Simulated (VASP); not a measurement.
# Ga2BAs3 (P-62m) in VASP: single point with PBE

Aim: the single point of Ga2BAs3 with PBE.

Program: VASP 6.6.1. These are calculated values, not measurements. Logs are shortened: lines on timing, memory, paths and dates and some standing lists are left out, and cuts for length are marked.

## 1. The cell of the first run

The structure is hexagonal, space group P-62m (No. 189). The conventional cell has a = 5.488 Å, b = 5.488 Å, c = 7.226 Å, α = 90.00°, β = 90.00°, γ = 120.00°. Ga (site symmetry 3m) has 1 B at 2.17 Å and 1 Ga at 2.88 Å and 3 As at 2.98 Å within 3.0 Å. Within 2.7 Å of B (site symmetry -62m) lie 3 As at 2.04 Å and 2 Ga at 2.17 Å. As (site symmetry m2m) has 1 B at 2.04 Å within 2.7 Å.

The cell was generated, and may not be a known phase.

## 2. Single point, PBE

INCAR reads:

```
  ALGO = Normal
  EDIFF = 1E-6
  ENCUT = 500
  GGA = PE
  GGA_COMPAT = False
  ISIF = 2
  ISMEAR = 0
  LASPH = True
  LCHARG = False
  LREAL = False
  LWAVE = False
  NBANDS = 31
  NELM = 120
  PREC = Accurate
  SIGMA = 0.2
```

KPOINTS reads:

```
k-points
0
Gamma
  4 4 3
```

POSCAR reads:

```
Ga2BAs3
1.0
    5.4881612407     -0.0000000036      0.0000000000
   -2.7440806172      4.7528870563      0.0000000000
    0.0000000000      0.0000000000      7.2257411424
Ga B As
2 1 3
Direct
    0.0000000000      0.0000000000      0.3008002720
    0.0000000000      0.0000000000      0.6991997280
    0.0000000000      0.0000000000      0.0000000000
    0.6286299901      0.0000000000      0.0000000000
    0.0000000000      0.6286299901      0.0000000000
    0.3713700099      0.3713700099      0.0000000000
```

Potentials or basis: VASP PAW PBE potentials, release 64 (Ga_d, B, As).

Run with:

```console
$ cat potpaw_PBE.64/Ga_d/POTCAR potpaw_PBE.64/B/POTCAR potpaw_PBE.64/As/POTCAR > POTCAR
$ mpirun -np 1 vasp_std > vasp.out
```

OUTCAR:

```text
EDIFF = 1E-6
   ENCUT = 500
   GGA = PE
   ISIF = 2
   ISMEAR = 0
   LASPH = True
   LREAL = False
   NELM = 120
   PREC = Accurate

 ion  position               nearest neighbor table
   1  0.000  0.000  0.301-   3 2.17   2 2.88
   2  0.000  0.000  0.699-   3 2.17   1 2.88
   3  0.000  0.000  0.000-   5 2.04   4 2.04   6 2.04   1 2.17   2 2.17
   4  0.629  0.000  0.000-   3 2.04
   5  0.000  0.629  0.000-   3 2.04
   6  0.371  0.371  0.000-   3 2.04

  LATTYP: Found a hexagonal cell.
 ALAT       =     5.4881612407
 C/A-ratio  =     1.3166051115

  Lattice vectors:

 A1 = (   5.4881612407,  -0.0000000036,   0.0000000000)
 A2 = (  -2.7440806172,   4.7528870563,   0.0000000000)
 A3 = (   0.0000000000,   0.0000000000,   7.2257411424)

Analysis of symmetry for initial positions (statically):
=====================================================================
 Subroutine PRICEL returns:
 Original cell was already a primitive cell.

 Routine SETGRP: Setting up the symmetry group for a
 hexagonal supercell.

 Subroutine GETGRP returns: Found 12 space group operations
 (whereof 12 operations were pure point group operations)
 out of a pool of 24 trial point group operations.

The static configuration has the point symmetry D_3h.

Analysis of symmetry for dynamics (positions and initial velocities):
=====================================================================
 Subroutine PRICEL returns:
 Original cell was already a primitive cell.

 Routine SETGRP: Setting up the symmetry group for a
 hexagonal supercell.

 Subroutine GETGRP returns: Found 12 space group operations
 (whereof 12 operations were pure point group operations)
 out of a pool of 24 trial point group operations.

The dynamic configuration has the point symmetry D_3h.

 Subroutine INISYM returns: Found 12 space group operations
 (whereof 12 operations are pure point group operations),
 and found     1 'primitive' translations

----------------------------------------------------------------------------------------

                                     Primitive cell

  volume of cell :     188.4806

  direct lattice vectors                    reciprocal lattice vectors
     5.488161241 -0.000000004  0.000000000     0.182210390  0.105199218  0.000000000
    -2.744080617  4.752887056  0.000000000     0.000000000  0.210398435  0.000000000
     0.000000000  0.000000000  7.225741142     0.000000000  0.000000000  0.138394108

  length of vectors
     5.488161241  5.488161241  7.225741142     0.210398435  0.210398435  0.138394108

  position of ions in fractional coordinates (direct lattice)
     0.000000000  0.000000000  0.300800272
     0.000000000  0.000000000  0.699199728
     0.000000000  0.000000000  0.000000000
     0.628629990  0.000000000  0.000000000
     0.000000000  0.628629990  0.000000000
     0.371370010  0.371370010  0.000000000

  ion indices of the primitive-cell ions
   primitive index   ion index
                 1           1
                 2           2
                 3           3
                 4           4
                 5           5
                 6           6

----------------------------------------------------------------------------------------

 KPOINTS: k-points

Automatic generation of k-mesh.
 Grid dimensions read from file:
 generate k-points for:    4    4    3

 Generating k-lattice:

  Cartesian coordinates                     Fractional coordinates (reciprocal lattice)
     0.045552598  0.026299804  0.000000000     0.250000000  0.000000000  0.000000000
     0.000000000  0.052599609  0.000000000     0.000000000  0.250000000  0.000000000
     0.000000000  0.000000000  0.046131369     0.000000000  0.000000000  0.333333333

  Length of vectors
     0.052599609  0.052599609  0.046131369

  Shift w.r.t. Gamma in fractional coordinates (k-lattice)
     0.000000000  0.000000000  0.000000000

 Subroutine IBZKPT returns following result:
 ===========================================

 Found      8 irreducible k-points:

 Following reciprocal coordinates:
            Coordinates               Weight
  0.000000  0.000000  0.000000      1.000000
  0.250000  0.000000  0.000000      6.000000
  0.500000  0.000000  0.000000      3.000000
  0.250000  0.250000  0.000000      6.000000
  0.000000  0.000000  0.333333      2.000000
  0.250000  0.000000  0.333333     12.000000
  0.500000  0.000000  0.333333      6.000000
  0.250000  0.250000  0.333333     12.000000
   k-points           NKPTS =      8   k-points in BZ     NKDIM =      8   number of bands    NBANDS=     31
   number of dos      NEDOS =    301   number of ions     NIONS =      6
   total plane-waves  NPLWV =  86400
   dimension x,y,z NGX =    40 NGY =   40 NGZ =   54
   dimension x,y,z NGXF=    80 NGYF=   80 NGZF=  108
   ions per type =               2   1   3
   NGX,Y,Z   is equivalent  to a cutoff of  12.12, 12.12, 12.42 a.u.
   NGXF,Y,Z  is equivalent  to a cutoff of  24.23, 24.23, 24.85 a.u.
 SYSTEM =  unknown system
   PREC   = accura    normal or accurate (medium, high low for compatibility)
   ISTART =      0    job   : 0-new  1-cont  2-samecut
   ICHARG =      2    charge: 1-file 2-atom 10-const
   ISPIN  =      1    spin polarized calculation?
   LNONCOLLINEAR =      F non collinear calculations
   LSORBIT =      F    spin-orbit coupling
   LASPH  =      T    aspherical Exc in radial PAW
   ENCUT  =  500.0 eV  36.75 Ry    6.06 a.u.  10.01 10.01 13.17*2*pi/ulx,y,z
   NELM   =    120;   NELMIN=  2; NELMDL= -5     # of ELM steps
   EDIFF  = 0.1E-05   stopping-criterion for ELM
   LREAL  =      F    real-space projection
   EDIFFG = 0.1E-04   stopping-criterion for IOM
   NSW    =      0    number of steps for IOM
   IBRION =     -1    ionic relax: 0-MD 1-quasi-New 2-CG
   NFREE  =      0    steps in history (QN), initial steepest desc. (CG)
   ISIF   =      2    stress and relaxation
   ISYM   =      2    0-nonsym 1-usesym 2-fastsym
   POTIM  = 0.5000    time-step for ionic-motion
   TEBEG  =    0.0;   TEEND  =   0.0 temperature during run
   PSTRESS=    0.0 pullay stress
   NELECT =      44.0000    total number of electrons
   NUPDOWN=      -1.0000    fix difference up-down
   EMIN   =  10.00;   EMAX   =-10.00  energy-range for DOS
   EFERMI =   0.00;   METHOD = LEGACY
   ISMEAR =     0;   SIGMA  =   0.20  broadening in eV -4-tet -1-fermi 0-gaus
   EFERMI_NEDOS =   21; number of points for ismear=-14 and -15
   IALGO  =     38    algorithm
   IMIX   =      4    mixing-type and parameters
     AMIX     =   0.40;   BMIX     =  1.00
     AMIX_MAG =   1.60;   BMIX_MAG =  1.00
  volume/ion in A,a.u.               =      31.41       211.99
  Fermi-wavevector in a.u.,A,eV,Ry     =   1.008022  1.904886 13.825002  1.016109
  Thomas-Fermi vector in A             =   2.140863
   LORBIT       =      0    0 simple, 1 ext, 2 COOP (PROOUT), +10 PAW based schemes
   GGA     = PE    functional components
   LHFCALC =     F    Hartree Fock is set to
   AEXX    =    0.0000 exact exchange contribution
   IVDW    =     0    specifies the selected vdW correction
   LEPSILON=     F    determine dielectric tensor
   LRPA    =     F    only Hartree local field effects (RPA)
 non-spin polarized calculation
 Gauss-broadening in eV      SIGMA  =   0.20
  energy-cutoff  :      500.00
  volume of cell :      188.48
 maximum number of plane-waves:      4797
   NGX = 21   NGY = 21   NGZ = 27

 number of electron      44.0000005 magnetization

 Free energy of the ion-electron system (eV)
  ---------------------------------------------------
  ext. energy  EPLUGINS =         0.00000000
  ---------------------------------------------------
  free energy    TOTEN  =       -23.10562403 eV

  energy without entropy =      -23.05543580  energy(sigma->0) =      -23.08052992

 E-fermi :   1.4087     XC(G=0):  -7.4666

 val. band max:        1.3893863767   @ k =   0.0000   0.0000   0.3333
 cond. band min:       1.4742804826   @ k =   0.2500   0.2500   0.0000
 fundamental gap:      0.0848941058
 Fermi energy:         1.4086692398

 k-point     1 :       0.0000    0.0000    0.0000
  band No.  band energies     occupation
      1     -13.6360      2.00000
      2     -13.5188      2.00000
      3     -13.5188      2.00000
      4     -13.5080      2.00000
      5     -13.5080      2.00000
      6     -13.5034      2.00000
[... 23 lines left out ...]
     30       4.8245      0.00000
     31       5.7091      0.00000

 k-point     2 :       0.2500    0.0000    0.0000
  band No.  band energies     occupation
      1     -13.6303      2.00000
      2     -13.5192      2.00000
      3     -13.5190      2.00000
      4     -13.5080      2.00000
      5     -13.5076      2.00000
      6     -13.5053      2.00000
[... 23 lines left out ...]
     30       5.5115      0.00000
     31       6.5898      0.00000

 k-point     3 :       0.5000    0.0000    0.0000
  band No.  band energies     occupation
      1     -13.6250      2.00000
      2     -13.5199      2.00000
      3     -13.5192      2.00000
      4     -13.5079      2.00000
      5     -13.5073      2.00000
      6     -13.5067      2.00000
[... 23 lines left out ...]
     30       6.0739      0.00000
     31       6.1494      0.00000

 k-point     4 :       0.2500    0.2500    0.0000
  band No.  band energies     occupation
      1     -13.6251      2.00000
      2     -13.5197      2.00000
      3     -13.5193      2.00000
      4     -13.5078      2.00000
      5     -13.5075      2.00000
      6     -13.5062      2.00000
[... 23 lines left out ...]
     30       5.9906      0.00000
     31       6.3386      0.00000

 k-point     5 :       0.0000    0.0000    0.3333
  band No.  band energies     occupation
      1     -13.5993      2.00000
      2     -13.5161      2.00000
      3     -13.5161      2.00000
      4     -13.5093      2.00000
      5     -13.5093      2.00000
      6     -13.4951      2.00000
[... 23 lines left out ...]
     30       6.2323      0.00000
     31       7.2346      0.00000

 k-point     6 :       0.2500    0.0000    0.3333
  band No.  band energies     occupation
      1     -13.5967      2.00000
      2     -13.5161      2.00000
      3     -13.5158      2.00000
      4     -13.5094      2.00000
      5     -13.5091      2.00000
      6     -13.4963      2.00000
[... 23 lines left out ...]
     30       6.9176      0.00000
     31       7.2711      0.00000

 k-point     7 :       0.5000    0.0000    0.3333
  band No.  band energies     occupation
      1     -13.5944      2.00000
      2     -13.5162      2.00000
      3     -13.5155      2.00000
      4     -13.5094      2.00000
      5     -13.5088      2.00000
      6     -13.4972      2.00000
[... 23 lines left out ...]
     30       5.7755      0.00000
     31       6.9550      0.00000

 k-point     8 :       0.2500    0.2500    0.3333
  band No.  band energies     occupation
      1     -13.5945      2.00000
      2     -13.5160      2.00000
      3     -13.5157      2.00000
      4     -13.5092      2.00000
      5     -13.5089      2.00000
      6     -13.4968      2.00000
[... 23 lines left out ...]
     30       5.7412      0.00000
     31       7.0291      0.00000

------------------------ aborting loop because EDIFF is reached ----------------------------------------

  FORCE on cell =-STRESS in cart. coord.  units (eV):
  Direction    XX          YY          ZZ          XY          YZ          ZX
  --------------------------------------------------------------------------------------
  -------------------------------------------------------------------------------------
  Total        0.0684808      0.0684808      0.0090197      0.0000000     -0.0000000      0.0000000
  in kB        0.5821205      0.5821205      0.0766721      0.0000000     -0.0000000      0.0000000
  external PRESSURE =       0.4136377 kB  Pullay stress =       0.0000000 kB

 VOLUME and BASIS-vectors are now :
 -----------------------------------------------------------------------------
  energy-cutoff  :      500.00
  volume of cell :      188.48
      direct lattice vectors                 reciprocal lattice vectors
     5.488161241 -0.000000004  0.000000000     0.182210390  0.105199218  0.000000000
    -2.744080617  4.752887056  0.000000000     0.000000000  0.210398435  0.000000000
     0.000000000  0.000000000  7.225741142     0.000000000  0.000000000  0.138394108

 POSITION                                       TOTAL-FORCE (eV/Angst)
 -----------------------------------------------------------------------------------
      0.00000      0.00000      2.17350        -0.000000     -0.000000      0.001778
      0.00000      0.00000      5.05224        -0.000000     -0.000000     -0.001778
      0.00000      0.00000      0.00000         0.000000     -0.000000      0.000000
      3.45002     -0.00000      0.00000        -0.025894      0.000000      0.000000
     -1.72501      2.98781      0.00000         0.012947     -0.022425      0.000000
      1.01907      1.76508      0.00000         0.012947      0.022425      0.000000
 -----------------------------------------------------------------------------------
    total drift:                               -0.000000     -0.000000      0.000000

  FREE ENERGIE OF THE ION-ELECTRON SYSTEM (eV)
  ---------------------------------------------------
  free  energy   TOTEN  =       -23.1056240329 eV

  energy  without entropy=      -23.0554357991  energy(sigma->0) =      -23.08052992
```

It took 99 s on 1 thread of Intel Xeon 8259CL, shared host; peak memory 0.26 GiB.

What came out:

```yaml
Free_energy: -23.1056 eV
Pressure: 0.0 GPa
Largest_force: 0.026 eV/Å
Band_gap_on_the_k_mesh: zero (bands 22 and 23 overlap by 0.77 eV)
```

Forces on the atoms (eV/Å):
```
Ga   0.000  0.000  0.002
Ga   0.000  0.000 -0.002
B    0.000  0.000  0.000
As  -0.026  0.000  0.000
As   0.013 -0.022  0.000
As   0.013  0.022  0.000
```

Caveat: semilocal functionals underestimate gaps, and a narrow one can read as zero.

The gap in the log of VASP goes by the Fermi energy; the results here count the filled bands.